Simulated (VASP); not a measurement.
A run of VASP 6.6.1 is set up as follows.

File POSCAR:

```
GaP
1.0
    0.0000000000      2.7253992957      2.7253992957
    2.7253992957      0.0000000000      2.7253992957
    2.7253992957      2.7253992957      0.0000000000
Ga P
1 1
Direct
    0.0000000000      0.0000000000      0.0000000000
    0.2500000000      0.2500000000      0.2500000000
```

INCAR.step1

```
PREC = Accurate
ENCUT = 500
EDIFF = 1E-8
ISMEAR = 0
SIGMA = 0.01
LREAL = False
LASPH = True
NELM = 100
ALGO = Normal
LWAVE = True
LCHARG = False
```

Contents of INCAR.step2:

```
PREC = Accurate
ENCUT = 500
EDIFF = 1E-8
ISMEAR = 0
SIGMA = 0.01
LREAL = False
LASPH = True
NELM = 1
ALGO = Exact
LWAVE = True
LCHARG = False
NBANDS = 39
LOPTICS = True
ISTART = 1
```

The input INCAR.step3:

```
PREC = Accurate
ENCUT = 500
EDIFF = 1E-8
ISMEAR = 0
SIGMA = 0.01
LREAL = False
LASPH = True
ALGO = EVGW0
LWAVE = False
LCHARG = False
NELMGW = 1
NBANDS = 39
ENCUTGW = 60
NOMEGA = 48
PRECFOCK = Fast
ISTART = 1
NBANDSGW = 17
```

File KPOINTS:

```
regular mesh
0
Gamma
  4 4 4
```

Potentials or basis: VASP PAW LDA potentials, release 64 (Ga_d_GW, P_GW).

Launch:

```bash
$ cat potpaw_LDA.64/Ga_d_GW/POTCAR potpaw_LDA.64/P_GW/POTCAR > POTCAR
$ cp INCAR.step1 INCAR
$ mpirun -np 1 vasp_std > vasp.out
$ cp INCAR.step2 INCAR
$ mpirun -np 1 vasp_std > vasp.out
$ cp INCAR.step3 INCAR
$ mpirun -np 1 vasp_std > vasp.out
```

Problem. Predict the quasiparticle gap.

Solution. 1.85 eV.

Problem. Estimate the least direct quasiparticle gap.

Solution. 2.68 eV.

Problem. Predict the band gap on the k mesh, mean-field level.

Solution. 1.46 eV, indirect (least direct gap 1.62 eV).

Caveat: the k points lie up to 0.50 Å⁻¹ apart; bands, screening cutoff and mesh are small and nothing is extrapolated, so the quasiparticle values aren't converged. A k mesh can miss the band edges.
